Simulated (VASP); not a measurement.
**As: single point with PBE**

The system is As.

```xyz
2
Lattice="1.8033 1.0412 3.4486 -1.8033 1.0412 3.4486 0.0000 -2.0823 3.4486" Properties=species:S:1:pos:R:3 pbc="T T T"
As    0.0000    0.0000    2.5025
As    0.0000    0.0000    7.8434
```

```
Program             : VASP 6.6.1
Task                : single point
Functional          : PBE
Potentials or basis : VASP PAW PBE potentials, release 64 (As)
Cutoff              : 520 eV
k mesh              : 12 × 12 × 12
Occupations         : gaussian, width 0.1 eV
Spin                : no spin polarisation
```

- Pressure: 5.4 GPa
- Largest force: 0.741 eV/Å
- Band gap on the k mesh: zero (bands 5 and 6 overlap by 1.61 eV)

Forces in eV/Å, atoms in the order of the input:
```
As   0.000  0.000 -0.741
As   0.000  0.000  0.741
```

Stress tensor (GPa, compression positive):
```
8.04 0.00 0.00
0.00 8.04 0.00
0.00 0.00 0.20
```

Levels at points of the mesh, in eV from the Fermi level:
```tsv
k point	band 2	band 3	band 4	band 5	band 6	band 7	band 8	band 9
(0.00, 0.00, 0.00)	-5.24	-3.34	-1.07	-1.07	3.95	3.95	3.98	5.94
(0.50, 0.00, 0.00)	-11.32	-2.19	-1.25	-1.03	0.15	0.27	0.28	9.03
(0.50, 0.50, 0.00)	-8.79	-6.90	-4.95	-3.59	2.44	6.01	6.72	7.91
(0.50, 0.50, 0.50)	-11.57	-0.29	-0.29	0.64	0.64	1.30	2.03	9.34
```

It took 2.1 min on 1 thread of Intel Xeon 8259CL, with other jobs on the host, peak memory 0.22 GiB.

Caveat: the stress differs along the axes, from 0 to 8 GPa.
